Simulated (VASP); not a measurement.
A run of VASP 6.6.1:

The input INCAR:

```
PREC = Accurate
ENCUT = 500
EDIFF = 1E-6
ISMEAR = 0
SIGMA = 0.02
LREAL = F
LASPH = T
NELM = 120
ALGO = Normal
ISIF = 2
LWAVE = F
LCHARG = T
GGA = PS
LELF = T
LVHAR = T
NBANDS = 16
GGA_COMPAT = F
```

The input KPOINTS:

```
Automatic mesh
0
Gamma
  6 6 6
```

Contents of POSCAR:

```
InP
1.0
    0.0000000000      2.9395031569      2.9395031569
    2.9395031569      0.0000000000      2.9395031569
    2.9395031569      2.9395031569      0.0000000000
In P
1 1
Direct
    0.0000000000      0.0000000000      0.0000000000
    0.7500000000      0.7500000000      0.7500000000
```

Potentials or basis: VASP PAW PBE potentials, release 64 (In_d, P).

Launch:

```sh
$ cat potpaw_PBE.64/In_d/POTCAR potpaw_PBE.64/P/POTCAR > POTCAR
$ mpirun -np 1 vasp_std > vasp.out
```

Hardware: 1 thread of Intel(R) Xeon(R) 6975P-C (Granite Rapids), with other jobs on the host.

Q: How long does it take, and how much memory?

A: Run time: 8.8 s on 1 thread of Intel(R) Xeon(R) 6975P-C (Granite Rapids), with other jobs on the host, peak memory 0.16 GiB. Counts: scf iterations 12, k points 16.
